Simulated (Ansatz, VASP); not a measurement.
Two plane-wave programs on C

Contents of INCAR:

```
PREC = Accurate
ENCUT = 520
EDIFF = 1E-6
ISMEAR = 1
SIGMA = 0.15
LREAL = False
LASPH = True
NELM = 80
ALGO = Normal
ISIF = 2
LWAVE = False
LCHARG = False
GGA = PE
NBANDS = 11
```

File KPOINTS:

```
Automatic mesh
0
Gamma
  14 14 14
```

The input POSCAR:

```
C
1.0
    0.0000000000      2.1270000000      3.3480000000
    1.2280000000      0.0000000000      3.3480000000
    1.2280000000      2.1270000000      0.0000000000
C
2
Direct
    0.1666700000      0.8333300000      0.1666700000
    0.8333300000      0.1666700000      0.8333300000
```

Input for Ansatz:

```yaml
crystal:
  lattice:
    - [0.0, 2.127, 3.348]
    - [1.228, 0.0, 3.348]
    - [1.228, 2.127, 0.0]
  atoms:
    - { symbol: C, position: [0.16667, 0.83333, 0.16667] }
    - { symbol: C, position: [0.83333, 0.16667, 0.83333] }
basis:
  ecutwfc: 420
kpoints:
  mp_grid: { grid: [14, 14, 14] }
hamiltonian:
  xc: pbe
scf:
  occupations: { method: cold, width: 0.15 }
output:
  forces: true
  stress: true
  eigenvalues: true
```

Alike in both runs: task single point; functional PBE; k mesh 14 × 14 × 14; no spin polarisation.

|  | VASP | Ansatz |
| --- | --- | --- |
| version | VASP 6.6.1 | Ansatz 0.2.0 |
| potentials or method | VASP PAW PBE potentials, release 64 (C), cutoff 520 eV | scalar-relativistic, plane waves, PAW |
| occupations | methfessel-paxton of order 1, width 0.15 eV | cold, width 0.15 eV |
| valence electrons in the cell | 8 | 8 |

Ansatz gave:

```
gap on the k mesh at the Fermi level (eV)                     : 0.36
least direct gap on the mesh (eV)                             : 0.44
pressure (GPa)                                                : 4.6
traceless stress, the component that is largest in VASP (GPa) : -0.59
rms of the force components (eV/Å)                            : 0.018
```

**Question.** What did VASP give for the same quantities?

**Answer.** gap on the k mesh at the Fermi level (eV): 0.36; least direct gap on the mesh (eV): 0.44; pressure (GPa): 5.0; traceless stress, the component that is largest in VASP (GPa): -1.12; rms of the force components (eV/Å): 0.020.

Atom by atom the forces differ by 0.002 eV/Å (rms over components).
